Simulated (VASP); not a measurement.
Set up this calculation in VASP 6.6.1, as the native input.

| Item | Value |
| --- | --- |
| Task | relaxation of cell and atoms |
| Functional | LDA |
| Potentials or basis | VASP PAW LDA potentials, release 64 (Sn_d, Se) |
| Cutoff | 500 eV |
| k mesh | 5 × 5 × 5 |
| Occupations | gaussian, width 0.02 eV |
| Spin | no spin polarisation |
| Dipole correction | no |
| Further INCAR settings | ALGO = Normal; EDIFF = 1e-07; IBRION = 2; EDIFFG = -0.03; NSW = 80; ISIF = 3 |

The structure of SnSe lies in POSCAR:

```
SnSe
1.0
    0.0000000000      3.0100000000      3.0100000000
    3.0100000000      0.0000000000      3.0100000000
    3.0100000000      3.0100000000      0.0000000000
Sn Se
1 1
Direct
    0.0000000000      0.0000000000      0.0000000000
    0.5000000000      0.5000000000      0.5000000000
```

These files were run (other wordings do the same):

INCAR

```
SYSTEM = SnSe
  PREC = Accurate
  ENCUT = 500
  EDIFF = 1E-7
  ISMEAR = 0
  SIGMA = 0.02
  LREAL = .False.
  LASPH = .True.
  NELM = 120
  ALGO = Normal
  ISIF = 3
  LWAVE = .False.
  LCHARG = .False.
  GGA = CA
  IBRION = 2
  NSW = 80
  EDIFFG = -0.03
  GGA_COMPAT = .False.
  NELMIN = 4
```

KPOINTS

```
Automatic mesh
0
Gamma
  5 5 5
  0 0 0
```

Potentials or basis: VASP PAW LDA potentials, release 64 (Sn_d, Se).

Command:

```console
$ cat potpaw_LDA.64/Sn_d/POTCAR potpaw_LDA.64/Se/POTCAR > POTCAR
$ mpirun -np 1 vasp_std > vasp.out
```

It gave:

* Relaxed volume: 25.56 Å³/atom
* Relaxed cell: a = 4.166 Å, b = 4.166 Å, c = 4.166 Å, α = 60.00°, β = 60.00°, γ = 60.00°
* Space group after relaxing (to 0.1 Å): Fm-3m (No. 225)
* Energy gained by relaxing: 19.5 meV/atom
* Ionic steps: 3
* Pressure after relaxing: 0.0 GPa

Run time: 30 s on 1 thread of AMD EPYC 7R43 64-Core Processor (Zen 3), with other jobs on the host, peak memory 0.12 GiB.
